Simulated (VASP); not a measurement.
Hf, 2 atoms in the cell. The structure is hexagonal, space group P6_3/mmc (No. 194). The conventional cell has a = 3.004 Å, b = 3.004 Å, c = 4.801 Å, α = 90.00°, β = 90.00°, γ = 120.00°. Hf (site symmetry -6m2) has 12 Hf at 2.96 to 3.00 Å within 3.9 Å. 

```yaml
Program: VASP 6.6.1
Task: single point
Functional: LDA
Potentials_or_basis: VASP PAW LDA potentials, release 64 (Hf_pv)
Cutoff: 520 eV
k_mesh: 18 × 18 × 10
Occupations: fermi-dirac, width 0.05 eV
Spin: no spin polarisation
Dipole_correction: no
Further_INCAR_settings: ALGO = Normal; EDIFF = 1e-07; NBANDS = 17
```

Potentials or basis: VASP PAW LDA potentials, release 64 (Hf_pv).

Run with:

```sh
$ cat potpaw_LDA.64/Hf_pv/POTCAR > POTCAR
$ mpirun -np 1 vasp_std > vasp.out
```

Hardware: 1 thread of Intel Xeon 8259CL, on a shared host.

Problem. Estimate the wall time of this run.

Solution. It took 2.3 min on 1 thread of Intel Xeon 8259CL (shared host), peak memory 0.23 GiB. Counts: scf iterations 12, k points 222.
